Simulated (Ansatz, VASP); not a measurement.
# NbSi2: VASP beside Ansatz

```
CELL_PARAMETERS angstrom
4.81900 0.00000 0.00000
-2.40950 4.17338 0.00000
0.00000 0.00000 6.59200
ATOMIC_POSITIONS crystal
Nb 0.50000 0.00000 0.50000
Nb 0.50000 0.50000 0.83333
Nb 0.00000 0.50000 0.16667
Si 0.15990 0.31980 0.50000
Si 0.84010 0.15990 0.83333
Si 0.68020 0.84010 0.16667
Si 0.84010 0.68020 0.50000
Si 0.15990 0.84010 0.83333
Si 0.31980 0.15990 0.16667
```

Alike in both runs: task relaxation of cell and atoms; functional PBEsol; k mesh 8 × 8 × 5; occupations fermi-dirac, width 0.1 eV; no spin polarisation.

|  | VASP | Ansatz |
| --- | --- | --- |
| version | VASP 6.6.1 | Ansatz 0.2.0 |
| potentials or method | VASP PAW PBE potentials, release 64 (Nb_sv, Si), cutoff 600 eV | PAW plane waves |
| valence electrons in the cell | 63 | 63 |

```tsv
	VASP	Ansatz	Ansatz less VASP
gap on the k mesh at the Fermi level, each at its own relaxed structure (eV)	none	none	-
relaxed volume (Å³/atom)	14.38	14.39	+0.004
relaxed cell length with the largest relative difference (Å)	4.769	4.770	+0.0009
```

VASP's potentials were made for PBE, not for PBEsol, and Ansatz warns of the same on its side. A gap of «none» marks a metal or a gap that the smearing closes.
